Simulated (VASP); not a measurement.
Write the native input for VASP 6.6.1 that does the following.

```yaml
Task: single point
Functional: r2SCAN
Dispersion: D3(BJ)
Potentials_or_basis: VASP PAW PBE potentials, release 64 (Al, Au)
Cutoff: 520 eV
k_mesh: 7 × 7 × 7
Occupations: fermi-dirac, width 0.2 eV
Spin: no spin polarisation
Dipole_correction: no
Further_INCAR_settings: ALGO = Normal; EDIFF = 1e-06; NBANDS = 16
```

Al2Au:

```
Al Au
1.0
     0.00000    2.97479    2.97479
     2.97479    0.00000    2.97479
     2.97479    2.97479    0.00000
Al Au
2 1
Cartesian
  1.4874 1.4874 1.4874
  4.4622 4.4622 4.4622
  0.0000 0.0000 0.0000
```

The input as run:

POSCAR

```
Al2Au
1.0
    0.0000000000      2.9747887240      2.9747887240
    2.9747887240      0.0000000000      2.9747887240
    2.9747887240      2.9747887240      0.0000000000
Al Au
2 1
Direct
    0.2500000000      0.2500000000      0.2500000000
    0.7500000000      0.7500000000      0.7500000000
    0.0000000000      0.0000000000      0.0000000000
```

INCAR.step1

```
SYSTEM = Al2Au
PREC = Accurate
ENCUT = 520
ISMEAR = -1
SIGMA = 0.2
LREAL = .False.
LASPH = .True.
NELM = 80
NBANDS = 16
GGA = PE
ALGO = Normal
EDIFF = 1E-4
LWAVE = .True.
LCHARG = .False.
```

INCAR.step2

```
SYSTEM = Al2Au
PREC = Accurate
ENCUT = 520
EDIFF = 1E-6
ISMEAR = -1
SIGMA = 0.2
LREAL = .False.
LASPH = .True.
NELM = 80
ALGO = Normal
ISIF = 2
LWAVE = .False.
LCHARG = .False.
METAGGA = R2SCAN
LMIXTAU = .True.
IVDW = 12
VDW_S6 = 1.0
VDW_S8 = 0.78981345
VDW_A1 = 0.49484001
VDW_A2 = 5.73083694
NBANDS = 16
ISTART = 1
```

KPOINTS

```
regular mesh
0
Gamma
  7 7 7
  0 0 0
```

Potentials or basis: VASP PAW PBE potentials, release 64 (Al, Au).

Command:

```sh
$ cat potpaw_PBE.64/Al/POTCAR potpaw_PBE.64/Au/POTCAR > POTCAR
$ cp INCAR.step1 INCAR
$ mpirun -np 1 vasp_std > vasp.out
$ cp INCAR.step2 INCAR
$ mpirun -np 1 vasp_std > vasp.out
```

Results of the run:

| Item | Value |
| --- | --- |
| Pressure | 1.8 GPa |
| Dispersion energy per atom | -0.195 eV |

Caveat: the PAW data sets were made with another functional, which shifts forces and pressure a little; pairwise dispersion overbinds metals, which lowers pressure and volume.

It took 56 s on 1 thread of AMD EPYC 7R13 Processor (Zen 3), with other jobs on the host, peak memory 0.17 GiB.
